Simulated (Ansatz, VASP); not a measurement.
**One calculation of Ir, two programs**

The input INCAR:

```
SYSTEM = Ir
ALGO = Normal ; EDIFF = 1E-6
EDIFFG = -0.01 ; ENCUT = 600
GGA = CA ; IBRION = 2
ISIF = 3 ; ISMEAR = 0
LASPH = .TRUE. ; LCHARG = .FALSE.
LREAL = .FALSE. ; LWAVE = .FALSE.
NELM = 60 ; NSW = 80
PREC = Accurate ; SIGMA = 0.15
```

The input KPOINTS:

```
k-points
0
G
  10 10 5
  0 0 0
```

The input POSCAR:

```
Ir
1.0
    2.7513778900      0.0000000000      0.0000000000
   -1.3756889500      2.3827631500      0.0000000000
    0.0000000000      0.0000000000      4.4622900000
Ir
2
Direct
    0.6666666720      0.3333333319      0.7500000000
    0.3333333337      0.6666666723      0.2500000000
```

Input for Ansatz:

```yaml
crystal:
  lattice:
    - [2.75137789, 0.0, 0.0]
    - [-1.37568895, 2.38276315, 0.0]
    - [0.0, 0.0, 4.46229]
  atoms:
    - { symbol: Ir, position: [0.6666666720247695, 0.33333333193439724, 0.75] }
    - { symbol: Ir, position: [0.3333333337081771, 0.6666666722624109, 0.25] }
basis:
  ecutwfc: 420.0
  xc_grid: 1
kpoints:
  mp_grid:
    grid: [10, 10, 5]
    shift: [0.0, 0.0, 0.0]
hamiltonian:
  xc: lda
  dispersion: none
scf:
  max_iter: 150
  n_extra_bands: 16
  self_checks: high
  convergence:
    dr2_threshold: 1.0e-08
  occupations:
    method: gaussian
    width: 0.15
  eigensolver:
    kind: auto
    mixed_precision: false
relax:
  cell: {}
```

Alike in both runs: task relaxation of cell and atoms; functional LDA; k mesh 10 × 10 × 5; occupations gaussian, width 0.15 eV; no spin polarisation.

|  | VASP | Ansatz |
| --- | --- | --- |
| version | VASP 6.6.1 | Ansatz 0.2.0 |
| potentials or method | VASP PAW LDA potentials, release 64 (Ir), cutoff 600 eV | plane waves, PAW |
| valence electrons in the cell | 18 | 34 |

VASP gave:

- gap on the k mesh at the Fermi level, each at its own relaxed structure (eV): none
- relaxed volume (Å³/atom): 14.00
- relaxed cell length with the largest relative difference (Å): 2.700

Task: Estimate Ansatz's values.

Result: gap on the k mesh at the Fermi level, each at its own relaxed structure (eV): none; relaxed volume (Å³/atom): 13.91; relaxed cell length with the largest relative difference (Å): 2.693.

LDA's correlation is that of Perdew and Zunger in VASP and of Perdew and Wang (1992) in Ansatz. A gap of «none» marks a metal or a gap that the smearing closes. VASP's potentials hold 18 valence electrons a cell and Ansatz's 34, so a difference there can come from the potentials and not from the codes. Ansatz's warnings: stress scf threshold loose.

Neither program's run includes spin-orbit coupling.
